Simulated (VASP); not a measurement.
Al: single point with PBEsol+D3(BJ)

Crystal: Al.

```xyz
4
Lattice="2.7814 0.0000 0.0000 -1.3907 2.4087 0.0000 0.0000 0.0000 9.6938" Properties=species:S:1:pos:R:3 pbc="T T T"
Al    0.0000    0.0000    0.0000
Al    0.0000    1.6058    2.4235
Al    0.0000    0.0000    4.8469
Al    1.3907    0.8029    7.2704
```

This cell differs from its parent crystal: volume 16.236 Å^3 an atom, c/a of the conventional cell 3.4853.

- Program: VASP 6.6.1
- Task: single point
- Functional: PBEsol
- Dispersion: D3(BJ)
- Potentials or basis: VASP PAW PBE potentials, release 64 (Al)
- Cutoff: 520 eV
- k mesh: 18 × 18 × 6
- Occupations: gaussian, width 0.15 eV
- Spin: no spin polarisation
- Dipole correction: no
- Further INCAR settings: ALGO = Fast; EDIFF = 1e-06; NBANDS = 14

The pressure is -2.7 GPa. The band gap on the k mesh is zero (band 6 reaches 11.28 eV, above the bottom of band 7 at 6.75 eV) and the dispersion energy per atom is -0.323 eV.

Stress tensor (GPa, compression positive):
```
-1.25  0.00  0.00
 0.00 -1.25  0.00
 0.00  0.00 -5.57
```

Levels at points of the mesh, in eV from the Fermi level:
```
           k point  band 4  band 5  band 6  band 7  band 8  band 9
(0.00, 0.00, 0.00)   -5.17   -4.96    2.31    2.32   11.22   11.82
(0.50, 0.00, 0.00)   -3.82   -3.15   -3.14    0.81    0.82    1.21
(0.00, 0.00, 0.50)   -7.73   -1.70   -1.70    6.89    6.89   12.11
(0.50, 0.00, 0.50)   -4.60   -1.88   -1.88   -1.23   -1.23    4.03
```

It took 3.5 min on 1 thread of AMD EPYC 7R13 (shared host), peak memory 0.23 GiB.

Caveat: the PAW data sets were made with another functional, which shifts forces and pressure a little; pairwise dispersion overbinds metals, which lowers pressure and volume.
